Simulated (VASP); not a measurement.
# Hf in VASP: notebook, part 2 of 2

VASP 6.6.1.

## Step 3: Single point, PBE (equal xy, yz and zx shear strains of -1 %)

The input, INCAR:

```
ALGO = Normal
EDIFF = 1E-6
ENCUT = 520
GGA = PE
ISIF = 2
ISMEAR = -1
LASPH = True
LCHARG = True
LELF = True
LREAL = False
LVHAR = True
LWAVE = False
NBANDS = 11
NELM = 100
PREC = Accurate
SIGMA = 0.03
```

The input, KPOINTS:

```
k-points
0
Gamma
  13 13 13
```

The input, POSCAR:

```
Hf
1.0
   -0.0222000000      2.2089000000      2.2089000000
    2.2089000000     -0.0222000000      2.2089000000
    2.2089000000      2.2089000000     -0.0222000000
Hf
1
Direct
    0.0000000000      0.0000000000      0.0000000000
```

Potentials or basis: VASP PAW PBE potentials, release 64 (Hf_pv).

Run with:

```sh
> cat potpaw_PBE.64/Hf_pv/POTCAR > POTCAR
> mpirun -np 1 vasp_std > vasp.out
```

OUTCAR:

```text
EDIFF = 1E-6
   ENCUT = 520
   GGA = PE
   ISIF = 2
   ISMEAR = -1
   LASPH = True
   LREAL = False
   NELM = 100
   PREC = Accurate

 ion  position               nearest neighbor table
   1  0.000  0.000  0.000-

  LATTYP: Found a trigonal (rhomboedric) cell.
 ALAT       =     3.1239352202
 COS(alpha) =     0.4899250057

  Lattice vectors:

 A1 = (  -0.0222000000,   2.2089000000,   2.2089000000)
 A2 = (   2.2089000000,  -0.0222000000,   2.2089000000)
[... 506 lines left out ...]
      3     -25.1887      2.00000
      4       1.6879      2.00000
      5       4.3990      2.00000
      6       5.5343      0.00000
      7       6.9757      0.00000
      8      10.9781      0.00000
      9      11.4750      0.00000
     10      14.6700      0.00000
     11      17.9589      0.00000

 [... further k-points ...]
[... 5 lines left out ...]
  --------------------------------------------------------------------------------------
  -------------------------------------------------------------------------------------
  Total        0.3866021      0.3866021      0.3866021      0.1005011      0.1005011      0.1005011
  in kB       28.3086093     28.3086093     28.3086093      7.3591066      7.3591066      7.3591066
  external PRESSURE =      28.3086093 kB  Pullay stress =       0.0000000 kB

 VOLUME and BASIS-vectors are now :
 -----------------------------------------------------------------------------
  energy-cutoff  :      520.00
  volume of cell :       21.88
      direct lattice vectors                 reciprocal lattice vectors
    -0.022200000  2.208900000  2.208900000    -0.222972860  0.225236544  0.225236544
     2.208900000 -0.022200000  2.208900000     0.225236544 -0.222972860  0.225236544
     2.208900000  2.208900000 -0.022200000     0.225236544  0.225236544 -0.222972860

 POSITION                                       TOTAL-FORCE (eV/Angst)
 -----------------------------------------------------------------------------------
      0.00000      0.00000      0.00000         0.000000     -0.000000     -0.000000
 -----------------------------------------------------------------------------------
    total drift:                               -0.000000      0.000000      0.000000

  FREE ENERGIE OF THE ION-ELECTRON SYSTEM (eV)
  ---------------------------------------------------
  free  energy   TOTEN  =        -9.8489564754 eV

  energy  without entropy=       -9.8444478461  energy(sigma->0) =       -9.84670216
```

OSZICAR:

```text
N       E                     dE             d eps       ncg     rms          rms(c)
DAV:   1     0.133819493875E+02    0.13382E+02   -0.57292E+03  5114   0.841E+02
DAV:   2    -0.973336570552E+01   -0.23115E+02   -0.22350E+02  6270   0.157E+02
DAV:   3    -0.101697742157E+02   -0.43641E+00   -0.43286E+00  6383   0.150E+01
DAV:   4    -0.101713985020E+02   -0.16243E-02   -0.16240E-02  5801   0.112E+00
DAV:   5    -0.101714074632E+02   -0.89612E-05   -0.89604E-05  6508   0.736E-02    0.464E+01
DAV:   6    -0.993296442099E+01    0.23844E+00   -0.19995E-01  5754   0.338E+00    0.275E+01
DAV:   7    -0.985215421853E+01    0.80810E-01   -0.30768E-01  5988   0.406E+00    0.156E+00
DAV:   8    -0.984896794566E+01    0.31863E-02   -0.20684E-02  5802   0.972E-01    0.567E-01
DAV:   9    -0.984895535598E+01    0.12590E-04   -0.53079E-04  6029   0.175E-01    0.616E-02
DAV:  10    -0.984895658869E+01   -0.12327E-05   -0.21333E-05  5885   0.389E-02    0.369E-02
DAV:  11    -0.984895647540E+01    0.11330E-06   -0.26461E-06  6002   0.125E-02
   1 F= -.98489565E+01 E0= -.98467022E+01  d E =-.450863E-02
```

stdout:

```text
POSCAR found type information on POSCAR Hf
 POSCAR found :  1 types and       1 ions
 scaLAPACK will be used
 LDA part: xc-table for (Slater+PW92), standard interpolation
 POSCAR, INCAR and KPOINTS ok, starting setup
 FFT: planning ... GRIDC
 FFT: planning ... GRID_SOFT
 FFT: planning ... GRID
 WAVECAR not read
 entering main loop
```

Wall time 22 s (1 thread of Intel Xeon Platinum 8488C (Sapphire Rapids), shared host); peak memory 0.17 GiB.

What came out:

```yaml
Free_energy: -9.8490 eV
Pressure: 2.8 GPa
Band_gap_on_the_k_mesh: zero (band 5 reaches 6.24 eV, above the bottom of band 6 at 4.32 eV)
```

Stress tensor (GPa, compression positive):
```
2.83 0.74 0.74
0.74 2.83 0.74
0.74 0.74 2.83
```

Caveat: the cell differs from its parent crystal (equal xy, yz and zx shear strains of -1 %); spin-orbit coupling is left out, which moves the levels of the heavy elements.

## Step 4: Single point, PBE (equal xy, yz and zx shear strains of +2 %)

The input, INCAR:

```
  ALGO = Normal
  EDIFF = 1E-6
  ENCUT = 520
  GGA = PE
  ISIF = 2
  ISMEAR = -1
  LASPH = True
  LCHARG = True
  LELF = True
  LREAL = False
  LVHAR = True
  LWAVE = False
  NBANDS = 11
  NELM = 80
  PREC = Accurate
  SIGMA = 0.03
```

KPOINTS is that of step 3.

The input, POSCAR:

```
Hf
1.0
    0.0444000000      2.2422000000      2.2422000000
    2.2422000000      0.0444000000      2.2422000000
    2.2422000000      2.2422000000      0.0444000000
Hf
1
Direct
    0.0000000000      0.0000000000      0.0000000000
```

Run with:

```sh
> cat potpaw_PBE.64/Hf_pv/POTCAR > POTCAR
> mpirun -np 1 vasp_std > vasp.out
```

It took 19 s on 1 thread of Intel Xeon Platinum 8488C (Sapphire Rapids), shared host; peak memory 0.18 GiB.

The run converged. Its results:

| Property | Result |
| --- | --- |
| Free energy | -9.8445 eV |
| Pressure | 2.9 GPa |
| Band gap on the k mesh | zero (band 5 reaches 6.04 eV, above the bottom of band 6 at 4.32 eV) |

Stress tensor (GPa, compression positive):
```
 2.90 -1.40 -1.40
-1.40  2.90 -1.40
-1.40 -1.40  2.90
```

Levels at points of the mesh, in eV from the Fermi level:
```tsv
k point	band 1	band 2	band 3	band 4	band 5	band 6	band 7	band 8	band 9	band 10
(0.00, 0.00, 0.00)	-29.96	-29.90	-29.90	-7.28	1.11	1.57	1.57	4.31	4.31	11.39
```

Caveat: the cell differs from its parent crystal (equal xy, yz and zx shear strains of +2 %); spin-orbit coupling is left out, which moves the levels of the heavy elements.

## Step 5: Single point, PBE

The input, INCAR:

```
  PREC = Accurate
  ENCUT = 520
  EDIFF = 1E-7
  ISMEAR = -1
  SIGMA = 0.28
  LREAL = F
  LASPH = T
  NELM = 100
  ALGO = Normal
  ISIF = 2
  LWAVE = F
  LCHARG = F
  GGA = PE
  NBANDS = 11
```

The input, KPOINTS:

```
Automatic mesh
0
Gamma
  13 13 13
```

The input, POSCAR:

```
Hf
1.0
    0.0000000000      2.2200000000      2.2200000000
    2.2200000000      0.0000000000      2.2200000000
    2.2200000000      2.2200000000      0.0000000000
Hf
1
Direct
    0.0000000000      0.0000000000      0.0000000000
```

Run with:

```sh
> cat potpaw_PBE.64/Hf_pv/POTCAR > POTCAR
> mpirun -np 1 vasp_std > vasp.out
```

Wall time 9.5 s (1 thread of AMD EPYC 9R45 (Zen 5), shared host); peak memory 0.12 GiB.

It converged, with:

* Free energy: -10.0263 eV
* Pressure: 4.1 GPa
* Band gap on the k mesh: zero (band 5 reaches 6.32 eV, above the bottom of band 6 at 4.34 eV)

Levels at points of the mesh, in eV from the Fermi level:
| k point | band 3 | band 4 | band 5 | band 6 | band 7 | band 8 |
| --- | --- | --- | --- | --- | --- | --- |
| (0.00, 0.00, 0.00) | -29.91 | -7.28 | 1.42 | 1.42 | 1.42 | 4.29 |

Caveat: spin-orbit coupling is left out, which moves the levels of the heavy elements.

## Step 6: Single point, PBE

The input, INCAR:

```
ALGO = Normal ; EDIFF = 1E-7
ENCUT = 520 ; GGA = PE
ISIF = 2 ; ISMEAR = -1
LASPH = T ; LCHARG = F
LREAL = F ; LWAVE = F
NBANDS = 11 ; NELM = 100
PREC = Accurate ; SIGMA = 0.15
```

The input, KPOINTS:

```
k-points
0
Gamma
  13 13 13
```

POSCAR is that of step 5.

Potentials or basis: VASP PAW PBE potentials, release 64 (Hf_pv).

Run with:

```sh
> cat potpaw_PBE.64/Hf_pv/POTCAR > POTCAR
> mpirun -np 1 vasp_std > vasp.out
```

Run time: 9.5 s. Hardware: 1 thread of AMD EPYC 9R45 (Zen 5), shared host; peak memory 0.12 GiB.

Results (log left out):

```yaml
Free_energy: -9.9012 eV
Pressure: 3.2 GPa
Band_gap_on_the_k_mesh: zero (band 5 reaches 6.31 eV, above the bottom of band 6 at 4.34 eV)
```

Levels at points of the mesh, in eV from the Fermi level:
| k point | band 1 | band 2 | band 3 | band 4 | band 5 | band 6 | band 7 | band 8 | band 9 | band 10 |
| --- | --- | --- | --- | --- | --- | --- | --- | --- | --- | --- |
| (0.00, 0.00, 0.00) | -29.93 | -29.93 | -29.93 | -7.29 | 1.41 | 1.41 | 1.41 | 4.28 | 4.28 | 11.39 |

Caveat: spin-orbit coupling is left out, which moves the levels of the heavy elements.

## Step 7: Overview

```csv
cell,smearing,gap on the mesh (eV),pressure (GPa)
"a = 3.093 Å, angles 62.0°, 1 atom",fermi-dirac 0.03 eV,none,2.9
"a = 3.124 Å, angles 60.7°, 1 atom",fermi-dirac 0.03 eV,none,2.8
"a = 3.171 Å, angles 58.7°, 1 atom",fermi-dirac 0.03 eV,none,2.9
"a = 3.140 Å, angles 60.0°, 1 atom",fermi-dirac 0.28 eV,none,4.1
"a = 3.140 Å, angles 60.0°, 1 atom",fermi-dirac 0.15 eV,none,3.2
```

Alike in all rows: task single point; level PBE; potentials or basis VASP PAW PBE potentials, release 64 (Hf_pv); no spin polarisation; k mesh 13 × 13 × 13; cutoff (eV) 520.

Caveats: spin-orbit coupling is left out, which moves the levels of the heavy elements.

Absolute energies hang on the potentials; compare differences alone.
